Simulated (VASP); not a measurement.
Write the native input for VASP 6.6.1 that does the following.

```yaml
Task: single point
Functional: PBE
Potentials_or_basis: VASP PAW PBE potentials, release 64 (O_h, H_h, C_h, N_h)
Cutoff: 1000 eV
k_mesh: 1 × 1 × 1
Occupations: fermi-dirac, width 0.05 eV
Spin: no spin polarisation
Dipole_correction: no
Further_INCAR_settings: LREAL = Auto; ALGO = Normal; EDIFF = 1e-06; NBANDS = 39
```

The structure of H11C2NO4 lies in POSCAR:

```
H11C2NO4
1.0
    5.9154820000      0.0000000000      0.0000000000
    0.0000000000      5.9154820000      0.0000000000
    0.0000000000      0.0000000000      5.9154820000
O H C N
4 11 2 1
Direct
    0.8910009362      0.6597602697      0.6635300386
    0.2285528043     -0.0390331675      0.6433626203
    0.6827338837      0.1032206674      0.5785665479
   -0.0553801026      0.3753371238      0.2827326666
    1.0355876326      0.7461268583      0.6542493072
    0.7748142924      0.7763695334      0.6579345521
    0.1868486794      0.1214271297      0.6326787910
    0.3834007102     -0.0431579371      0.5782791664
    0.7646883213      0.1733248449      0.4547389376
    0.6459659585      0.2350104353      0.6653050419
   -0.0634436890      0.4986575904      0.3945240641
   -0.1430314554      0.4197291108      0.1497088487
    0.3726661665      0.5736303483      0.3567418513
    0.5664965256      0.7459070960      0.1964506020
    0.2652193008      0.8067981612      0.2151473033
    0.4023509834      0.6752957747      0.1991215593
    0.3898245316      0.5335997980      0.0073028707
    0.3932562047      0.4160607707     -0.1504695644
```

These files were run (other wordings do the same):

INCAR

```
SYSTEM = H11C2NO4
PREC     = Accurate       ! precision mode
ENCUT    = 1000           ! plane-wave cutoff, eV
EDIFF    = 1E-6           ! SCF threshold, eV
ISMEAR   = -1             ! smearing method
SIGMA    = 0.05           ! smearing width, eV
LREAL    = Auto         
LASPH    = .TRUE.         ! aspherical terms in the spheres
NELM     = 120            ! most SCF steps
ALGO     = Normal         ! electronic algorithm
ISIF     = 2              ! what is computed and relaxed
LWAVE    = .FALSE.        ! write WAVECAR
LCHARG   = .FALSE.        ! write CHGCAR
GGA      = PE             ! functional
NBANDS   = 39             ! bands
GGA_COMPAT= .FALSE.
```

KPOINTS

```
Automatic mesh
0
G
  1 1 1
  0 0 0
```

Potentials or basis: VASP PAW PBE potentials, release 64 (O_h, H_h, C_h, N_h).

Command:

```console
$ cat potpaw_PBE.64/O_h/POTCAR potpaw_PBE.64/H_h/POTCAR potpaw_PBE.64/C_h/POTCAR potpaw_PBE.64/N_h/POTCAR > POTCAR
$ mpirun -np 1 vasp_gam > vasp.out
```

It gave:

| Property | Result |
| --- | --- |
| Pressure | 0.5 GPa |
| Largest force | 2.315 eV/Å |

Caveat: the k points lie up to 1.06 Å⁻¹ apart, too coarse for converged energies, forces and pressures.

Wall time 38 s on 1 thread of AMD EPYC 7R13 Processor (Zen 3), with other jobs on the host, peak memory 0.51 GiB.
